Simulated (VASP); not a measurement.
A run of VASP 6.6.1:

Contents of INCAR:

```
SYSTEM = TiSi2
PREC = Accurate ; ENCUT = 520
EDIFF = 1E-7 ; ISMEAR = 0
SIGMA = 0.15 ; LREAL = .False.
LASPH = .True. ; NELM = 100
ALGO = Normal ; ISIF = 2
LWAVE = .False. ; LCHARG = .True.
GGA = PS ; LELF = .True.
LVHAR = .True. ; NBANDS = 29
```

Contents of KPOINTS:

```
regular mesh
0
Gamma
  14 14 12
  0 0 0
```

POSCAR

```
TiSi2
1.0
    1.7118080001     -6.8541202704      0.0000000000
    1.7118080001      6.8541202704      0.0000000000
    0.0000000000      0.0000000000      3.4612814201
Ti Si
2 4
Direct
    0.8975108623      0.1024891377      0.7500000000
    0.1024891377      0.8975108623      0.2500000000
    0.5599809709      0.4400190291      0.7500000000
    0.4400190291      0.5599809709      0.2500000000
    0.2497198722      0.7502801278      0.7500000000
    0.7502801278      0.2497198722      0.2500000000
```

Potentials or basis: VASP PAW PBE potentials, release 64 (Ti_sv, Si).

Run with:

```bash
$ cat potpaw_PBE.64/Ti_sv/POTCAR potpaw_PBE.64/Si/POTCAR > POTCAR
$ mpirun -np 1 vasp_std > vasp.out
```

Hardware: 1 thread of Intel(R) Xeon(R) 6975P-C (Granite Rapids), with other jobs on the host.

Problem. How long does it take, and how much memory?

Solution. Wall time 12 min on 1 thread of Intel(R) Xeon(R) 6975P-C (Granite Rapids), on a shared host, peak memory 0.84 GiB. Counts: scf iterations 16, k points 399.
